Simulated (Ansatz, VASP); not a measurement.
# Two plane-wave programs on Mo

Contents of INCAR:

```
  PREC = Accurate
  ENCUT = 520
  EDIFF = 1E-6
  ISMEAR = 1
  SIGMA = 0.05
  LREAL = False
  LASPH = True
  NELM = 60
  ALGO = Normal
  ISIF = 2
  LWAVE = False
  LCHARG = True
  GGA = PS
  LELF = True
  LVHAR = True
  NBANDS = 13
```

The input KPOINTS:

```
Automatic mesh
0
Gamma
  14 14 13
```

Contents of POSCAR:

```
Mo
1.0
    2.7355100000      0.0000000000      0.0000000000
   -1.3677550000      2.3690210000      0.0000000000
    0.0000000000      0.0000000000      2.5551810000
Mo
1
Direct
    0.0000000000      0.0000000000      0.5000000000
```

Input for Ansatz:

```yaml
crystal:
  lattice:
    - [2.73551, 0.0, 0.0]
    - [-1.367755, 2.369021, 0.0]
    - [0.0, 0.0, 2.555181]
  atoms:
    - { symbol: Mo, position: [0.0, 0.0, 0.5] }
kpoints:
  mp_grid:
    grid: [14, 14, 13]
    shift: [0.0, 0.0, 0.0]
hamiltonian:
  xc: pbesol
  pseudopotentials:
    kind: paw
scf:
  occupations:
    method: cold
    width: 0.05
output:
  forces: true
  stress: true
  eigenvalues: true
```

Alike in both runs: task single point; functional PBEsol; k mesh 14 × 14 × 13; no spin polarisation.

|  | VASP | Ansatz |
| --- | --- | --- |
| version | VASP 6.6.1 | Ansatz 0.2.0 |
| potentials or method | VASP PAW PBE potentials, release 64 (Mo_sv) | plane waves, PAW |
| plane-wave cutoff (eV) | 520 | 420 |
| occupations | methfessel-paxton of order 1, width 0.05 eV | cold, width 0.05 eV |
| valence electrons in the cell | 14 | 14 |

|  | VASP | Ansatz | Ansatz less VASP |
| --- | --- | --- | --- |
| gap on the k mesh at the Fermi level (eV) | none | none | - |
| pressure (GPa) | -3.0 | -3.4 | -0.49 |
| traceless stress, the component that is largest in VASP (GPa) | -3.27 | -3.35 | -0.071 |

VASP's potentials were made for PBE, not for PBEsol. A gap of «none» marks a metal or a gap that the smearing closes.
